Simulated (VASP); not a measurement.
A run of VASP 6.6.1 is set up as follows.

Contents of INCAR:

```
SYSTEM = Li
ALGO = Normal ; EDIFF = 1E-6
EDIFFG = -0.01 ; ENCUT = 600
GGA = PS ; IBRION = 2
ISIF = 3 ; ISMEAR = -1
LASPH = .TRUE. ; LCHARG = .FALSE.
LREAL = .FALSE. ; LWAVE = .FALSE.
NELM = 80 ; NSW = 80
PREC = Accurate ; SIGMA = 0.1
```

File KPOINTS:

```
k-points
0
G
  12 12 6
  0 0 0
```

The input POSCAR:

```
Li
1.0
    3.1264265076      0.0000000000      0.0000000000
   -1.5632132538      2.7075647787      0.0000000000
    0.0000000000      0.0000000000      5.1054544869
Li
2
Direct
    0.3333333333      0.6666666667      0.2500000000
    0.6666666667      0.3333333333      0.7500000000
```

Potentials or basis: VASP PAW PBE potentials, release 64 (Li_sv).

Command:

```sh
$ cat potpaw_PBE.64/Li_sv/POTCAR > POTCAR
$ mpirun -np 1 vasp_std > vasp.out
```

Task: What does it give for the relaxed cell?

Result: a = 3.046 Å, b = 3.046 Å, c = 4.971 Å, α = 90.00°, β = 90.00°, γ = 120.00°.

Task: Predict the band gap on the k mesh.

Result: Zero (bands 3 and 4 overlap by 4.63 eV).

Final structure:
```yaml
crystal:
  lattice:
    - [3.04649, 0.00000, 0.00000]
    - [-1.52324, 2.63833, 0.00000]
    - [0.00000, 0.00000, 4.97120]
  atoms:
    - { symbol: Li, position: [0.33333, 0.66667, 0.25000] }
    - { symbol: Li, position: [0.66667, 0.33333, 0.75000] }
```
